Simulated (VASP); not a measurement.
# PbS (I4/mmm) in VASP: notebook

Runs on PbS. Level: LDA. Tasks: electric field gradients.

Everything below comes from runs of VASP 6.6.1. Logs are shortened: lines on timing, memory, paths and dates and some standing lists are left out, and cuts for length are marked.

## 1. The cell of the first run

It takes space group I4/mmm (No. 139, tetragonal). Conventional cell: a = 4.193 Å, b = 4.193 Å, c = 5.871 Å, α = 90.00°, β = 90.00°, γ = 90.00°. Pb (site symmetry 4/mmm) has 6 S at 2.94 to 2.96 Å within 3.9 Å. S (site symmetry 4/mmm) has 6 Pb at 2.94 to 2.96 Å within 3.9 Å.

## 2. Electric field gradients, LDA (zz strain of -1 %)

Input file INCAR:

```
  PREC = Accurate
  ENCUT = 400
  EDIFF = 1E-8
  ISMEAR = -1
  SIGMA = 0.01
  LREAL = False
  LASPH = True
  NELM = 120
  ALGO = Normal
  ISIF = 2
  LWAVE = False
  LCHARG = False
  LEFG = True
  NBANDS = 17
  GGA_COMPAT = False
```

Input file KPOINTS:

```
regular mesh
0
Gamma
  7 7 7
```

Input file POSCAR:

```
PbS
1.0
    0.0000000000      2.9650000000      2.9353500000
    2.9650000000      0.0000000000      2.9353500000
    2.9650000000      2.9650000000      0.0000000000
Pb S
1 1
Direct
    0.0000000000      0.0000000000      0.0000000000
    0.5000000000      0.5000000000      0.5000000000
```

Potentials or basis: VASP PAW LDA potentials, release 64 (Pb_d, S).

Launch:

```sh
> cat potpaw_LDA.64/Pb_d/POTCAR potpaw_LDA.64/S/POTCAR > POTCAR
> mpirun -np 1 vasp_std > vasp.out
```

OUTCAR:

```text
PREC = Accurate
   ENCUT = 400
   EDIFF = 1E-8
   ISMEAR = -1
   LREAL = False
   LASPH = True
   NELM = 120
   ISIF = 2

 ion  position               nearest neighbor table
   1  0.000  0.000  0.000-   2 2.94   2 2.94   2 2.96   2 2.96   2 2.96   2 2.96
   2  0.500  0.500  0.500-   1 2.94   1 2.94   1 2.96   1 2.96   1 2.96   1 2.96

  LATTYP: Found a body centered tetragonal cell.
 ALAT       =     4.1931432124
 C/A-ratio  =     1.4000714267

  Lattice vectors:

 A1 = (   0.0000000000,  -2.9650000000,  -2.9353500000)
 A2 = (   0.0000000000,   2.9650000000,  -2.9353500000)
 A3 = (   2.9650000000,   0.0000000000,   2.9353500000)

Analysis of symmetry for initial positions (statically):
=====================================================================
 Subroutine PRICEL returns:
 Original cell was already a primitive cell.

 Routine SETGRP: Setting up the symmetry group for a
 body centered tetragonal supercell.

 Subroutine GETGRP returns: Found 16 space group operations
 (whereof 16 operations were pure point group operations)
 out of a pool of 16 trial point group operations.

The static configuration has the point symmetry D_4h.

Analysis of symmetry for dynamics (positions and initial velocities):
=====================================================================
 Subroutine PRICEL returns:
 Original cell was already a primitive cell.

 Routine SETGRP: Setting up the symmetry group for a
 body centered tetragonal supercell.

 Subroutine GETGRP returns: Found 16 space group operations
 (whereof 16 operations were pure point group operations)
 out of a pool of 16 trial point group operations.

The dynamic configuration has the point symmetry D_4h.

 Subroutine INISYM returns: Found 16 space group operations
 (whereof 16 operations are pure point group operations),
 and found     1 'primitive' translations

----------------------------------------------------------------------------------------

                                     Primitive cell

  volume of cell :      51.6106

  direct lattice vectors                    reciprocal lattice vectors
     0.000000000  2.965000000  2.935350000    -0.168634064  0.168634064  0.170337438
     2.965000000  0.000000000  2.935350000     0.168634064 -0.168634064  0.170337438
     2.965000000  2.965000000  0.000000000     0.168634064  0.168634064 -0.170337438

  length of vectors
     4.172230174  4.172230174  4.193143212     0.293069511  0.293069511  0.293069511

  position of ions in fractional coordinates (direct lattice)
     0.000000000  0.000000000  0.000000000
     0.500000000  0.500000000  0.500000000

  ion indices of the primitive-cell ions
   primitive index   ion index
                 1           1
                 2           2

----------------------------------------------------------------------------------------

 KPOINTS: regular mesh

Automatic generation of k-mesh.
 Grid dimensions read from file:
 generate k-points for:    7    7    7

 Generating k-lattice:

  Cartesian coordinates                     Fractional coordinates (reciprocal lattice)
    -0.024090581  0.024090581  0.024333920     0.142857143  0.000000000  0.000000000
     0.024090581 -0.024090581  0.024333920     0.000000000  0.142857143  0.000000000
     0.024090581  0.024090581 -0.024333920     0.000000000  0.000000000  0.142857143

  Length of vectors
     0.041867073  0.041867073  0.041867073

  Shift w.r.t. Gamma in fractional coordinates (k-lattice)
     0.000000000  0.000000000  0.000000000

 Subroutine IBZKPT returns following result:
 ===========================================

 Found     40 irreducible k-points:

 Following reciprocal coordinates:
            Coordinates               Weight
  0.000000  0.000000  0.000000      1.000000
  0.142857  0.000000  0.000000      8.000000
  0.285714  0.000000  0.000000      8.000000
  0.428571  0.000000  0.000000      8.000000
  0.142857  0.142857  0.000000      2.000000
  0.285714  0.142857  0.000000      8.000000
[... 16 lines left out ...]
  0.428571  0.285714  0.142857      8.000000
 -0.428571  0.285714  0.142857     16.000000
 [... further k-points ...]
   k-points           NKPTS =     40   k-points in BZ     NKDIM =     40   number of bands    NBANDS=     17
   number of dos      NEDOS =    301   number of ions     NIONS =      2
   total plane-waves  NPLWV =  21952
   dimension x,y,z NGX =    28 NGY =   28 NGZ =   28
   dimension x,y,z NGXF=    56 NGYF=   56 NGZF=   56
   ions per type =               1   1
   NGX,Y,Z   is equivalent  to a cutoff of  11.16, 11.16, 11.10 a.u.
   NGXF,Y,Z  is equivalent  to a cutoff of  22.31, 22.31, 22.20 a.u.
 SYSTEM =  unknown system
   PREC   = accura    normal or accurate (medium, high low for compatibility)
   ISTART =      0    job   : 0-new  1-cont  2-samecut
   ICHARG =      2    charge: 1-file 2-atom 10-const
   ISPIN  =      1    spin polarized calculation?
   LNONCOLLINEAR =      F non collinear calculations
   LSORBIT =      F    spin-orbit coupling
   LASPH  =      T    aspherical Exc in radial PAW
   ENCUT  =  400.0 eV  29.40 Ry    5.42 a.u.   6.80  6.80  6.84*2*pi/ulx,y,z
   NELM   =    120;   NELMIN=  2; NELMDL= -5     # of ELM steps
   EDIFF  = 0.1E-07   stopping-criterion for ELM
   LREAL  =      F    real-space projection
   EDIFFG = 0.1E-06   stopping-criterion for IOM
   NSW    =      0    number of steps for IOM
   IBRION =     -1    ionic relax: 0-MD 1-quasi-New 2-CG
   NFREE  =      0    steps in history (QN), initial steepest desc. (CG)
   ISIF   =      2    stress and relaxation
   ISYM   =      2    0-nonsym 1-usesym 2-fastsym
   POTIM  = 0.5000    time-step for ionic-motion
   TEBEG  =    0.0;   TEEND  =   0.0 temperature during run
   PSTRESS=    0.0 pullay stress
   NELECT =      20.0000    total number of electrons
   NUPDOWN=      -1.0000    fix difference up-down
   EMIN   =  10.00;   EMAX   =-10.00  energy-range for DOS
   EFERMI =   0.00;   METHOD = LEGACY
   ISMEAR =    -1;   SIGMA  =   0.01  broadening in eV -4-tet -1-fermi 0-gaus
   EFERMI_NEDOS =   21; number of points for ismear=-14 and -15
   IALGO  =     38    algorithm
   IMIX   =      4    mixing-type and parameters
     AMIX     =   0.40;   BMIX     =  1.00
     AMIX_MAG =   1.60;   BMIX_MAG =  1.00
  volume/ion in A,a.u.               =      25.81       174.14
  Fermi-wavevector in a.u.,A,eV,Ry     =   1.193544  2.255471 19.382140  1.424547
  Thomas-Fermi vector in A             =   2.329556
   LORBIT       =      0    0 simple, 1 ext, 2 COOP (PROOUT), +10 PAW based schemes
   GGA     = CA    functional components
   LHFCALC =     F    Hartree Fock is set to
   AEXX    =    0.0000 exact exchange contribution
   IVDW    =     0    specifies the selected vdW correction
   LEPSILON=     F    determine dielectric tensor
   LRPA    =     F    only Hartree local field effects (RPA)
 non-spin polarized calculation
  energy-cutoff  :      400.00
  volume of cell :       51.61
 maximum number of plane-waves:       950
   NGX = 13   NGY = 13   NGZ = 13

 number of electron      19.9999996 magnetization

 Free energy of the ion-electron system (eV)
  ---------------------------------------------------
  ext. energy  EPLUGINS =         0.00000000
  ---------------------------------------------------
  free energy    TOTEN  =        -9.99103322 eV

  energy without entropy =       -9.99103322  energy(sigma->0) =       -9.99103322

 E-fermi :   5.6448     XC(G=0): -10.0793

 val. band max:        5.4398743065   @ k =   0.4286   0.0000   0.0000
 cond. band min:       6.3041249169   @ k =   0.4286   0.0000   0.0000
 fundamental gap:      0.8642506104
 Fermi energy:         5.6448071349

 k-point     1 :       0.0000    0.0000    0.0000
  band No.  band energies     occupation
      1     -11.0571      2.00000
      2     -11.0554      2.00000
      3     -11.0554      2.00000
      4     -11.0504      2.00000
      5     -11.0447      2.00000
      6      -7.9322      2.00000
[... 9 lines left out ...]
     16      12.3982      0.00000
     17      14.1447      0.00000
[... 441 lines left out ...]
 k-point    24 :      -0.4286    0.2857    0.1429
  band No.  band energies     occupation
      1     -11.1288      2.00000
      2     -11.0599      2.00000
      3     -11.0468      2.00000
      4     -11.0218      2.00000
      5     -11.0016      2.00000
      6      -6.3859      2.00000
[... 9 lines left out ...]
     16      16.3750      0.00000
     17      17.3156      0.00000

 [... further k-points ...]

------------------------ aborting loop because EDIFF is reached ----------------------------------------

  FORCE on cell =-STRESS in cart. coord.  units (eV):
  Direction    XX          YY          ZZ          XY          YZ          ZX
  --------------------------------------------------------------------------------------
  -------------------------------------------------------------------------------------
  Total       -0.7815918     -0.7815918     -0.3700476      0.0000000      0.0000000      0.0000000
  in kB      -24.2633784    -24.2633784    -11.4875888      0.0000000      0.0000000      0.0000000
  external PRESSURE =     -20.0047819 kB  Pullay stress =       0.0000000 kB

 VOLUME and BASIS-vectors are now :
 -----------------------------------------------------------------------------
  energy-cutoff  :      400.00
  volume of cell :       51.61
      direct lattice vectors                 reciprocal lattice vectors
     0.000000000  2.965000000  2.935350000    -0.168634064  0.168634064  0.170337438
     2.965000000  0.000000000  2.935350000     0.168634064 -0.168634064  0.170337438
     2.965000000  2.965000000  0.000000000     0.168634064  0.168634064 -0.170337438

 POSITION                                       TOTAL-FORCE (eV/Angst)
 -----------------------------------------------------------------------------------
      0.00000      0.00000      0.00000         0.000000      0.000000     -0.000000
      2.96500      2.96500      2.93535         0.000000      0.000000      0.000000
 -----------------------------------------------------------------------------------
    total drift:                                0.000000      0.000000      0.000000

  FREE ENERGIE OF THE ION-ELECTRON SYSTEM (eV)
  ---------------------------------------------------
  free  energy   TOTEN  =        -9.9910332182 eV

  energy  without entropy=       -9.9910332182  energy(sigma->0) =       -9.99103322

 Electric field gradients (V/A^2)
---------------------------------------------------------------------
 ion       V_xx      V_yy      V_zz      V_xy      V_xz      V_yz
---------------------------------------------------------------------
   1      15.097    15.097   -30.194    -0.001    -0.001    -0.001
   2       0.693     0.693    -1.385    -0.000    -0.000    -0.000
---------------------------------------------------------------------

 Electric field gradients after diagonalization (V/A^2)
 (convention: |V_zz| > |V_xx| > |V_yy|)
----------------------------------------------------------------------
 ion       V_xx      V_yy      V_zz     asymmetry (V_yy - V_xx)/ V_zz
----------------------------------------------------------------------
   1      15.098    15.096   -30.194       0.000
   2       0.693     0.692    -1.385       0.000
----------------------------------------------------------------------

           NMR quadrupolar parameters

 Cq : quadrupolar parameter    Cq=e*Q*V_zz/h
 eta: asymmetry parameters     (V_yy - V_xx)/ V_zz
 Q  : nuclear electric quadrupole moment in mb (millibarn)
----------------------------------------------------------------------
 ion       Cq(MHz)       eta       Q (mb)
----------------------------------------------------------------------
   1      -0.073       0.000       1.000
   2      -0.003       0.000       1.000
----------------------------------------------------------------------
```

It took 47 s on 1 thread of Intel Xeon 8259CL, shared host; peak memory 0.15 GiB.

Results:

- Free energy: -9.9910 eV
- Pressure: -2.0 GPa
- Band gap on the k mesh: 0.86 eV
- Largest electric field gradient by atom: Pb -30.2; S -1.4 V/Å²

Electric field gradients, principal values (V/Å²):
| atom | least | middle | greatest (by size) |
| --- | --- | --- | --- |
| 1 Pb | 15.096 | 15.098 | -30.194 |
| 2 S | 0.692 | 0.693 | -1.385 |

Caveat: the cell differs from its parent crystal (zz strain of -1 %); without QUAD_EFG the Cq values of the log hold for a quadrupole moment of 1 mb, not for the nuclei; spin-orbit coupling is left out, which moves the levels of the heavy elements.

## 3. Electric field gradients, LDA (zz strain of +1 %)

Input file INCAR:

```
ALGO     = Normal         # electronic algorithm
EDIFF    = 1E-8           # SCF threshold, eV
ENCUT    = 400            # plane-wave cutoff, eV
GGA      = CA             # functional
GGA_COMPAT= F            
ISIF     = 2              # what is computed and relaxed
ISMEAR   = -1             # smearing method
LASPH    = T              # aspherical terms in the spheres
LCHARG   = F              # write CHGCAR
LEFG     = T            
LREAL    = F              # projectors in reciprocal space
LWAVE    = F              # write WAVECAR
NBANDS   = 17             # bands
NELM     = 120            # most SCF steps
PREC     = Accurate       # precision mode
SIGMA    = 0.01           # smearing width, eV
```

Input file KPOINTS:

```
k-points
0
Gamma
  7 7 7
```

Input file POSCAR:

```
PbS
1.0
    0.0000000000      2.9650000000      2.9946500000
    2.9650000000      0.0000000000      2.9946500000
    2.9650000000      2.9650000000      0.0000000000
Pb S
1 1
Direct
    0.0000000000      0.0000000000      0.0000000000
    0.5000000000      0.5000000000      0.5000000000
```

Potentials or basis: VASP PAW LDA potentials, release 64 (Pb_d, S).

Launch:

```sh
> cat potpaw_LDA.64/Pb_d/POTCAR potpaw_LDA.64/S/POTCAR > POTCAR
> mpirun -np 1 vasp_std > vasp.out
```

OUTCAR:

```text
EDIFF = 1E-8
   ENCUT = 400
   GGA = CA
   ISIF = 2
   ISMEAR = -1
   LASPH = T
   LREAL = F
   NELM = 120
   PREC = Accurate

 ion  position               nearest neighbor table
   1  0.000  0.000  0.000-   2 2.96   2 2.96   2 2.96   2 2.96   2 2.99   2 2.99
   2  0.500  0.500  0.500-   1 2.96   1 2.96   1 2.96   1 2.96   1 2.99   1 2.99

  LATTYP: Found a body centered tetragonal cell.
 ALAT       =     4.1931432124
 C/A-ratio  =     1.4283556980

  Lattice vectors:
[... 692 lines left out ...]

  FREE ENERGIE OF THE ION-ELECTRON SYSTEM (eV)
  ---------------------------------------------------
  free  energy   TOTEN  =        -9.9749868143 eV

  energy  without entropy=       -9.9749868143  energy(sigma->0) =       -9.97498681

 Electric field gradients (V/A^2)
---------------------------------------------------------------------
 ion       V_xx      V_yy      V_zz      V_xy      V_xz      V_yz
---------------------------------------------------------------------
   1     -14.476   -14.476    28.952    -0.001    -0.001    -0.001
   2      -0.617    -0.617     1.234    -0.000    -0.000    -0.000
---------------------------------------------------------------------

 Electric field gradients after diagonalization (V/A^2)
 (convention: |V_zz| > |V_xx| > |V_yy|)
----------------------------------------------------------------------
 ion       V_xx      V_yy      V_zz     asymmetry (V_yy - V_xx)/ V_zz
----------------------------------------------------------------------
   1     -14.477   -14.475    28.952       0.000
   2      -0.618    -0.617     1.234       0.001
----------------------------------------------------------------------

           NMR quadrupolar parameters

 Cq : quadrupolar parameter    Cq=e*Q*V_zz/h
 eta: asymmetry parameters     (V_yy - V_xx)/ V_zz
 Q  : nuclear electric quadrupole moment in mb (millibarn)
----------------------------------------------------------------------
 ion       Cq(MHz)       eta       Q (mb)
----------------------------------------------------------------------
   1       0.070       0.000       1.000
   2       0.003       0.001       1.000
----------------------------------------------------------------------
```

stdout:

```text
POSCAR found type information on POSCAR PbS
 POSCAR found :  2 types and       2 ions
 scaLAPACK will be used
 LDA part: xc-table for (Slater(with rela. corr.)+CA(PZ))
 , standard interpolation
 POSCAR, INCAR and KPOINTS ok, starting setup
 FFT: planning ... GRIDC
 FFT: planning ... GRID_SOFT
 FFT: planning ... GRID
 WAVECAR not read
 entering main loop
ion   1

ion   2
```

Wall time 45 s (1 thread of Intel Xeon 8259CL, shared host); peak memory 0.15 GiB.

Results:

| Quantity | Value |
| --- | --- |
| Free energy | -9.9750 eV |
| Pressure | -3.1 GPa |
| Band gap on the k mesh | 0.88 eV |
| Largest electric field gradient by atom | Pb +29.0; S +1.2 V/Å² |

Stress tensor (GPa, compression positive):
```
-2.70  0.00  0.00
 0.00 -2.70  0.00
 0.00  0.00 -3.81
```

Levels at points of the mesh, in eV from the valence-band top:
| k point | band 6 | band 7 | band 8 | band 9 | band 10 | band 11 | band 12 | band 13 | band 14 | band 15 |
| --- | --- | --- | --- | --- | --- | --- | --- | --- | --- | --- |
| (0.00, 0.00, 0.00) | -13.20 | -5.80 | -1.85 | -1.85 | -1.77 | 5.19 | 5.41 | 5.41 | 6.92 | 6.98 |

Electric field gradients, principal values (V/Å²):
```tsv
atom	least	middle	greatest (by size)
1 Pb	-14.475	-14.477	28.952
2 S	-0.617	-0.618	1.234
```

Caveat: the cell differs from its parent crystal (zz strain of +1 %); the cell stands under tension; without QUAD_EFG the Cq values of the log hold for a quadrupole moment of 1 mb, not for the nuclei; spin-orbit coupling is left out, which moves the levels of the heavy elements. A k mesh can miss the band edges.

[end of part 1 of 2]
